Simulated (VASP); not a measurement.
# B4N3 (P4/mmm) in VASP: a series of runs

Runs on B4N3. Level: PBE. Tasks: single point.

All numbers are computed with VASP 6.6.1; they aren't measurements. Logs are shortened: lines on timing, memory, paths and dates and some standing lists are left out, and cuts for length are marked.

## (1) The cell of the first run

It takes space group P4/mmm (No. 123, tetragonal). Conventional cell: a = 4.557 Å, b = 4.557 Å, c = 2.412 Å, α = 90.00°, β = 90.00°, γ = 90.00°. Within 2.1 Å of B (site symmetry m2m) lie 2 N at 1.54 Å and 3 B at 1.87 to 1.92 Å. Within 2.1 Å of N (site symmetry mmm) lie 4 B at 1.54 Å. Within 3.2 Å of N (site symmetry 4/mmm) lie 10 N at 2.41 to 2.58 Å and 8 B at 2.47 Å.

The cell was built from a structure type or drawn by symmetry, and may not be a known phase.

## (2) Single point, PBE

INCAR

```
SYSTEM = B4N3
PREC = Accurate
ENCUT = 600
EDIFF = 1E-6
ISMEAR = 0
SIGMA = 0.2
LREAL = .False.
LASPH = .True.
NELM = 120
ALGO = Normal
ISIF = 2
LWAVE = .False.
LCHARG = .False.
GGA = PE
NBANDS = 22
GGA_COMPAT = .False.
```

KPOINTS

```
regular mesh
0
Gamma
  4 4 4
  0 0 0
```

POSCAR

```
B4N3
1.0
    4.5567594465      0.0000000000      0.0000000000
    0.0000000000      4.5567594465      0.0000000000
    0.0000000000      0.0000000000      2.4121260262
B N
4 3
Direct
    0.7896827535      0.5000000000      0.0000000000
    0.2103172465      0.5000000000      0.0000000000
    0.5000000000      0.7896827535      0.0000000000
    0.5000000000      0.2103172465      0.0000000000
    0.0000000000      0.5000000000      0.5000000000
    0.5000000000      0.0000000000      0.5000000000
    0.0000000000      0.0000000000      0.0000000000
```

Potentials or basis: VASP PAW PBE potentials, release 64 (B, N).

Started as:

```sh
$ cat potpaw_PBE.64/B/POTCAR potpaw_PBE.64/N/POTCAR > POTCAR
$ mpirun -np 1 vasp_std > vasp.out
```

OUTCAR:

```text
SYSTEM = B4N3
   PREC = Accurate
   ENCUT = 600
   EDIFF = 1E-6
   ISMEAR = 0
   LREAL = .False.
   LASPH = .True.
   NELM = 120
   ISIF = 2
   GGA = PE

 ion  position               nearest neighbor table
   1  0.790  0.500  0.000-   5 1.54   5 1.54   3 1.87   4 1.87   2 1.92
   2  0.210  0.500  0.000-   5 1.54   5 1.54   3 1.87   4 1.87   1 1.92
   3  0.500  0.790  0.000-   6 1.54   6 1.54   1 1.87   2 1.87   4 1.92
   4  0.500  0.210  0.000-   6 1.54   6 1.54   1 1.87   2 1.87   3 1.92
   5  0.000  0.500  0.500-   1 1.54   2 1.54   1 1.54   2 1.54
   6  0.500  0.000  0.500-   3 1.54   4 1.54   3 1.54   4 1.54
   7  0.000  0.000  0.000-

  LATTYP: Found a simple tetragonal cell.
 ALAT       =     4.5567594465
 C/A-ratio  =     0.5293511879

  Lattice vectors:

 A1 = (   4.5567594465,   0.0000000000,   0.0000000000)
 A2 = (   0.0000000000,   4.5567594465,   0.0000000000)
 A3 = (   0.0000000000,   0.0000000000,   2.4121260262)

Analysis of symmetry for initial positions (statically):
=====================================================================
 Subroutine PRICEL returns:
 Original cell was already a primitive cell.

 Routine SETGRP: Setting up the symmetry group for a
 simple tetragonal supercell.

 Subroutine GETGRP returns: Found 16 space group operations
 (whereof 16 operations were pure point group operations)
 out of a pool of 16 trial point group operations.

The static configuration has the point symmetry D_4h.

Analysis of symmetry for dynamics (positions and initial velocities):
=====================================================================
 Subroutine PRICEL returns:
 Original cell was already a primitive cell.

 Routine SETGRP: Setting up the symmetry group for a
 simple tetragonal supercell.

 Subroutine GETGRP returns: Found 16 space group operations
 (whereof 16 operations were pure point group operations)
 out of a pool of 16 trial point group operations.

The dynamic configuration has the point symmetry D_4h.

 Subroutine INISYM returns: Found 16 space group operations
 (whereof 16 operations are pure point group operations),
 and found     1 'primitive' translations

----------------------------------------------------------------------------------------

                                     Primitive cell

  volume of cell :      50.0855

  direct lattice vectors                    reciprocal lattice vectors
     4.556759447  0.000000000  0.000000000     0.219454200  0.000000000  0.000000000
     0.000000000  4.556759447  0.000000000     0.000000000  0.219454200  0.000000000
     0.000000000  0.000000000  2.412126026     0.000000000  0.000000000  0.414572037

  length of vectors
     4.556759447  4.556759447  2.412126026     0.219454200  0.219454200  0.414572037

  position of ions in fractional coordinates (direct lattice)
     0.789682754  0.500000000  0.000000000
     0.210317246  0.500000000  0.000000000
     0.500000000  0.789682754  0.000000000
     0.500000000  0.210317246  0.000000000
     0.000000000  0.500000000  0.500000000
     0.500000000  0.000000000  0.500000000
     0.000000000  0.000000000  0.000000000

  ion indices of the primitive-cell ions
   primitive index   ion index
                 1           1
                 2           2
                 3           3
                 4           4
                 5           5
                 6           6
                 7           7

----------------------------------------------------------------------------------------

 KPOINTS: regular mesh

Automatic generation of k-mesh.
 Grid dimensions read from file:
 generate k-points for:    4    4    4

 Generating k-lattice:

  Cartesian coordinates                     Fractional coordinates (reciprocal lattice)
     0.054863550  0.000000000  0.000000000     0.250000000  0.000000000  0.000000000
     0.000000000  0.054863550  0.000000000     0.000000000  0.250000000  0.000000000
     0.000000000  0.000000000  0.103643009     0.000000000  0.000000000  0.250000000

  Length of vectors
     0.054863550  0.054863550  0.103643009

  Shift w.r.t. Gamma in fractional coordinates (k-lattice)
     0.000000000  0.000000000  0.000000000

 Subroutine IBZKPT returns following result:
 ===========================================

 Found     18 irreducible k-points:

 Following reciprocal coordinates:
            Coordinates               Weight
  0.000000  0.000000  0.000000      1.000000
  0.250000  0.000000  0.000000      4.000000
  0.500000  0.000000  0.000000      2.000000
  0.250000  0.250000  0.000000      4.000000
  0.500000  0.250000  0.000000      4.000000
  0.500000  0.500000  0.000000      1.000000
[... 10 lines left out ...]
  0.500000  0.250000  0.500000      4.000000
  0.500000  0.500000  0.500000      1.000000
   k-points           NKPTS =     18   k-points in BZ     NKDIM =     18   number of bands    NBANDS=     22
   number of dos      NEDOS =    301   number of ions     NIONS =      7
   total plane-waves  NPLWV =  25920
   dimension x,y,z NGX =    36 NGY =   36 NGZ =   20
   dimension x,y,z NGXF=    72 NGYF=   72 NGZF=   40
   ions per type =               4   3
   NGX,Y,Z   is equivalent  to a cutoff of  13.13, 13.13, 13.78 a.u.
   NGXF,Y,Z  is equivalent  to a cutoff of  26.27, 26.27, 27.57 a.u.
 SYSTEM =  B4N3
   PREC   = accura    normal or accurate (medium, high low for compatibility)
   ISTART =      0    job   : 0-new  1-cont  2-samecut
   ICHARG =      2    charge: 1-file 2-atom 10-const
   ISPIN  =      1    spin polarized calculation?
   LNONCOLLINEAR =      F non collinear calculations
   LSORBIT =      F    spin-orbit coupling
   LASPH  =      T    aspherical Exc in radial PAW
   ENCUT  =  600.0 eV  44.10 Ry    6.64 a.u.   9.10  9.10  4.82*2*pi/ulx,y,z
   NELM   =    120;   NELMIN=  2; NELMDL= -5     # of ELM steps
   EDIFF  = 0.1E-05   stopping-criterion for ELM
   LREAL  =      F    real-space projection
   EDIFFG = 0.1E-04   stopping-criterion for IOM
   NSW    =      0    number of steps for IOM
   IBRION =     -1    ionic relax: 0-MD 1-quasi-New 2-CG
   NFREE  =      0    steps in history (QN), initial steepest desc. (CG)
   ISIF   =      2    stress and relaxation
   ISYM   =      2    0-nonsym 1-usesym 2-fastsym
   POTIM  = 0.5000    time-step for ionic-motion
   TEBEG  =    0.0;   TEEND  =   0.0 temperature during run
   PSTRESS=    0.0 pullay stress
   NELECT =      27.0000    total number of electrons
   NUPDOWN=      -1.0000    fix difference up-down
   EMIN   =  10.00;   EMAX   =-10.00  energy-range for DOS
   EFERMI =   0.00;   METHOD = LEGACY
   ISMEAR =     0;   SIGMA  =   0.20  broadening in eV -4-tet -1-fermi 0-gaus
   EFERMI_NEDOS =   21; number of points for ismear=-14 and -15
   IALGO  =     38    algorithm
   IMIX   =      4    mixing-type and parameters
     AMIX     =   0.40;   BMIX     =  1.00
     AMIX_MAG =   1.60;   BMIX_MAG =  1.00
  volume/ion in A,a.u.               =       7.16        48.28
  Fermi-wavevector in a.u.,A,eV,Ry     =   1.332372  2.517817 24.153252  1.775214
  Thomas-Fermi vector in A             =   2.461311
   LORBIT       =      0    0 simple, 1 ext, 2 COOP (PROOUT), +10 PAW based schemes
   GGA     = PE    functional components
   LHFCALC =     F    Hartree Fock is set to
   AEXX    =    0.0000 exact exchange contribution
   IVDW    =     0    specifies the selected vdW correction
   LEPSILON=     F    determine dielectric tensor
   LRPA    =     F    only Hartree local field effects (RPA)
 non-spin polarized calculation
 Gauss-broadening in eV      SIGMA  =   0.20
  energy-cutoff  :      600.00
  volume of cell :       50.09
 maximum number of plane-waves:      1692
   NGX = 19   NGY = 19   NGZ =  9

 number of electron      27.0000004 magnetization

 Free energy of the ion-electron system (eV)
  ---------------------------------------------------
  ext. energy  EPLUGINS =         0.00000000
  ---------------------------------------------------
  free energy    TOTEN  =       -44.48896590 eV

  energy without entropy =      -44.42798513  energy(sigma->0) =      -44.45847552

 E-fermi :   6.2485     XC(G=0): -12.0085

 val. band max:        6.1950496277   @ k =   0.2500   0.2500   0.0000
 cond. band min:       6.3246995085   @ k =   0.2500   0.0000   0.2500
 fundamental gap:      0.1296498808
 Fermi energy:         6.2484995621

 k-point     1 :       0.0000    0.0000    0.0000
  band No.  band energies     occupation
      1     -14.3443      2.00000
      2     -13.1524      2.00000
      3      -6.7834      2.00000
      4      -4.1307      2.00000
      5      -4.1307      2.00000
      6      -3.1203      2.00000
[... 14 lines left out ...]
     21      17.2191      0.00000
     22      17.3004      0.00000

 k-point     2 :       0.2500    0.0000    0.0000
  band No.  band energies     occupation
      1     -14.1702      2.00000
      2     -13.3172      2.00000
      3      -7.1493      2.00000
      4      -4.8434      2.00000
      5      -3.8665      2.00000
      6      -1.6730      2.00000
[... 14 lines left out ...]
     21      16.1807      0.00000
     22      17.4194      0.00000

 k-point     3 :       0.5000    0.0000    0.0000
  band No.  band energies     occupation
      1     -13.7627      2.00000
      2     -13.7188      2.00000
      3      -7.4119      2.00000
      4      -5.2885      2.00000
      5      -3.4525      2.00000
      6      -1.8458      2.00000
[... 14 lines left out ...]
     21      15.1099      0.00000
     22      17.3869      0.00000
[... 326 lines left out ...]
 k-point    17 :       0.5000    0.2500    0.5000
  band No.  band energies     occupation
      1     -10.5708      2.00000
      2     -10.5474      2.00000
      3      -7.3373      2.00000
      4      -7.0344      2.00000
      5      -5.2770      2.00000
      6      -3.0132      2.00000
[... 14 lines left out ...]
     21      13.5128      0.00000
     22      14.7875      0.00000

 k-point    18 :       0.5000    0.5000    0.5000
  band No.  band energies     occupation
      1     -10.5345      2.00000
      2     -10.5345      2.00000
      3      -7.0032      2.00000
      4      -7.0032      2.00000
      5      -5.8263      2.00000
      6      -3.4256      2.00000
[... 14 lines left out ...]
     21      12.1295      0.00000
     22      12.5802      0.00000

------------------------ aborting loop because EDIFF is reached ----------------------------------------

  FORCE on cell =-STRESS in cart. coord.  units (eV):
  Direction    XX          YY          ZZ          XY          YZ          ZX
  --------------------------------------------------------------------------------------
  -------------------------------------------------------------------------------------
  Total       -0.0320212     -0.0320212     -0.1571226      0.0000000      0.0000000      0.0000000
  in kB       -1.0243198     -1.0243198     -5.0261671      0.0000000      0.0000000      0.0000000
  external PRESSURE =      -2.3582689 kB  Pullay stress =       0.0000000 kB

 VOLUME and BASIS-vectors are now :
 -----------------------------------------------------------------------------
  energy-cutoff  :      600.00
  volume of cell :       50.09
      direct lattice vectors                 reciprocal lattice vectors
     4.556759447  0.000000000  0.000000000     0.219454200  0.000000000  0.000000000
     0.000000000  4.556759447  0.000000000     0.000000000  0.219454200  0.000000000
     0.000000000  0.000000000  2.412126026     0.000000000  0.000000000  0.414572037

 POSITION                                       TOTAL-FORCE (eV/Angst)
 -----------------------------------------------------------------------------------
      3.59839      2.27838      0.00000        -0.012421     -0.000000      0.000000
      0.95837      2.27838      0.00000         0.012421     -0.000000     -0.000000
      2.27838      3.59839      0.00000        -0.000000     -0.012421      0.000000
      2.27838      0.95837      0.00000         0.000000      0.012421      0.000000
      0.00000      2.27838      1.20606        -0.000000     -0.000000     -0.000000
      2.27838      0.00000      1.20606        -0.000000     -0.000000     -0.000000
      0.00000      0.00000      0.00000        -0.000000     -0.000000     -0.000000
 -----------------------------------------------------------------------------------
    total drift:                                0.000000     -0.000000      0.000000

  FREE ENERGIE OF THE ION-ELECTRON SYSTEM (eV)
  ---------------------------------------------------
  free  energy   TOTEN  =       -44.4889658971 eV

  energy  without entropy=      -44.4279851342  energy(sigma->0) =      -44.45847552
```

Wall time 16 s (1 thread of Intel Xeon Platinum 8488C (Sapphire Rapids), shared host); peak memory 0.16 GiB.

What came out:

```
Free energy            : -44.4890 eV
Pressure               : -0.2 GPa
Largest force          : 0.012 eV/Å
Band gap on the k mesh : zero (an odd number of electrons rules out a gap without spin polarisation)
```

Forces in eV/Å, atoms in the order of the input:
```
B   -0.012  0.000  0.000
B    0.012  0.000  0.000
B    0.000 -0.012  0.000
B    0.000  0.012  0.000
N    0.000  0.000  0.000
N    0.000  0.000  0.000
N    0.000  0.000  0.000
```

Caveat: the k points lie up to 0.65 Å⁻¹ apart, too coarse for converged energies and pressures of a metal.

## (3) Single point, PBE

This run uses another cell than the first one, of 10.90 Å³/atom.

INCAR

```
ALGO = Normal
EDIFF = 1E-6
ENCUT = 600
GGA = PE
GGA_COMPAT = False
ISIF = 2
ISMEAR = 0
LASPH = True
LCHARG = False
LREAL = False
LWAVE = False
NBANDS = 22
NELM = 120
PREC = Accurate
SIGMA = 0.2
```

KPOINTS

```
k-points
0
Gamma
  4 4 4
```

POSCAR

```
B4N3
1.0
    4.2520507635      0.0000000000      0.0000000000
    0.0000000000      4.2520507635      0.0000000000
    0.0000000000      0.0000000000      4.2215801181
B N
4 3
Direct
    0.0000000000      0.5000000000      0.6859119698
    0.5000000000      0.0000000000      0.6859119698
    0.0000000000      0.5000000000      0.3140880302
    0.5000000000      0.0000000000      0.3140880302
    0.0000000000      0.0000000000      0.0000000000
    0.0000000000      0.5000000000      0.0000000000
    0.5000000000      0.0000000000      0.0000000000
```

Potentials or basis: VASP PAW PBE potentials, release 64 (B, N).

Started as:

```sh
$ cat potpaw_PBE.64/B/POTCAR potpaw_PBE.64/N/POTCAR > POTCAR
$ mpirun -np 1 vasp_std > vasp.out
```

Wall time 31 s (1 thread of Intel Xeon Platinum 8488C (Sapphire Rapids), shared host); peak memory 0.2 GiB.

It converged, with:

```yaml
Free_energy: -44.9988 eV
Pressure: 0.3 GPa
Largest_force: 0.022 eV/Å
Band_gap_on_the_k_mesh: zero (an odd number of electrons rules out a gap without spin polarisation)
```

Forces in eV/Å, atoms in the order of the input:
```
B    0.000  0.000 -0.022
B    0.000  0.000 -0.022
B    0.000  0.000  0.022
B    0.000  0.000  0.022
N    0.000  0.000  0.000
N    0.000  0.000  0.000
N    0.000  0.000  0.000
```

Stress tensor (GPa, compression positive):
```
 0.59  0.00  0.00
 0.00  0.59  0.00
 0.00  0.00 -0.22
```

Levels at points of the mesh, in eV from the Fermi level:
| k point | band 10 | band 11 | band 12 | band 13 | band 14 | band 15 | band 16 | band 17 | band 18 | band 19 |
| --- | --- | --- | --- | --- | --- | --- | --- | --- | --- | --- |
| (0.00, 0.00, 0.00) | -4.17 | -4.17 | -1.33 | 0.98 | 0.98 | 2.94 | 2.94 | 3.06 | 3.06 | 4.83 |
| (0.50, 0.00, 0.00) | -4.93 | -3.57 | -2.02 | -0.83 | 1.55 | 2.26 | 2.58 | 2.98 | 3.41 | 3.52 |
| (0.50, 0.50, 0.00) | -3.77 | -3.32 | -2.75 | -1.07 | -1.07 | 0.62 | 0.81 | 2.30 | 5.26 | 5.38 |
| (0.00, 0.00, 0.50) | -3.64 | -3.64 | -1.98 | -1.98 | -1.34 | 1.69 | 1.69 | 2.55 | 2.55 | 3.68 |
| (0.50, 0.00, 0.50) | -4.27 | -3.07 | -2.80 | -0.73 | -0.62 | -0.59 | -0.43 | 1.75 | 2.51 | 5.49 |
| (0.50, 0.50, 0.50) | -3.43 | -3.11 | -2.89 | -2.70 | -1.14 | -1.14 | 1.43 | 2.29 | 2.37 | 6.43 |

Caveat: the k points lie up to 0.37 Å⁻¹ apart, too coarse for converged energies and pressures of a metal.
